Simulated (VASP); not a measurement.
A run of VASP 6.6.1 is set up as follows.

File POSCAR:

```
InSb
1.0
    0.0000000000      3.2780072950      3.2780072950
    3.2780072950      0.0000000000      3.2780072950
    3.2780072950      3.2780072950      0.0000000000
In Sb
1 1
Direct
    0.0000000000      0.0000000000      0.0000000000
    0.7500000000      0.7500000000      0.7500000000
```

INCAR.step1

```
SYSTEM = InSb
PREC     = Accurate       ! precision mode
ENCUT    = 600            ! plane-wave cutoff, eV
ISMEAR   = -1             ! smearing method
SIGMA    = 0.1            ! smearing width, eV
LREAL    = .False.        ! projectors in reciprocal space
LASPH    = .True.         ! aspherical terms in the spheres
NELM     = 100            ! most SCF steps
GGA      = PE             ! functional
ALGO     = Normal         ! electronic algorithm
EDIFF    = 1E-4           ! SCF threshold, eV
LWAVE    = .True.         ! write WAVECAR
LCHARG   = .False.        ! write CHGCAR
```

File INCAR.step2:

```
SYSTEM = InSb
PREC     = Accurate       ! precision mode
ENCUT    = 600            ! plane-wave cutoff, eV
EDIFF    = 1E-6           ! SCF threshold, eV
ISMEAR   = -1             ! smearing method
SIGMA    = 0.1            ! smearing width, eV
LREAL    = .False.        ! projectors in reciprocal space
LASPH    = .True.         ! aspherical terms in the spheres
NELM     = 100            ! most SCF steps
ALGO     = Normal         ! electronic algorithm
ISIF     = 3              ! what is computed and relaxed
LWAVE    = .False.        ! write WAVECAR
LCHARG   = .False.        ! write CHGCAR
METAGGA  = R2SCAN         ! meta-GGA
LMIXTAU  = .True.       
IBRION   = 2              ! ionic algorithm
NSW      = 100            ! ionic steps
EDIFFG   = -0.002         ! ionic threshold
PSTRESS  = 40.0         
ISTART   = 1
```

Contents of KPOINTS:

```
regular mesh
0
Gamma
  12 12 12
  0 0 0
```

Potentials or basis: VASP PAW PBE potentials, release 64 (In_d, Sb).

Run with:

```bash
$ cat potpaw_PBE.64/In_d/POTCAR potpaw_PBE.64/Sb/POTCAR > POTCAR
$ cp INCAR.step1 INCAR
$ mpirun -np 1 vasp_std > vasp.out
$ cp INCAR.step2 INCAR
$ mpirun -np 1 vasp_std > vasp.out
```

Estimate the relaxed cell.

a = 4.520 Å, b = 4.520 Å, c = 4.520 Å, α = 60.00°, β = 60.00°, γ = 60.00°.

Estimate the band gap on the k mesh.

0.49 eV.

The path:
```tsv
step	energy change (eV)	largest force (eV/Å)	pressure (GPa)	volume (Å³)
1	0.0000	0.0000	0.02	70.45
2	0.1830	0.0000	7.73	61.90
3	0.0594	0.0000	3.89	65.34
4	0.0620	0.0000	4.08	65.23
5	0.0586	0.0000	3.95	65.37
6	0.0600	0.0000	4.00	65.31
```

Caveat: the cell is relaxed towards a set pressure, so the run minimises the enthalpy, not the energy; semilocal functionals underestimate gaps, and a narrow one can read as zero; the PAW data sets were made with another functional, which shifts forces and pressure a little; spin-orbit coupling is left out, which moves the levels of the heavy elements. A k mesh can miss the band edges.
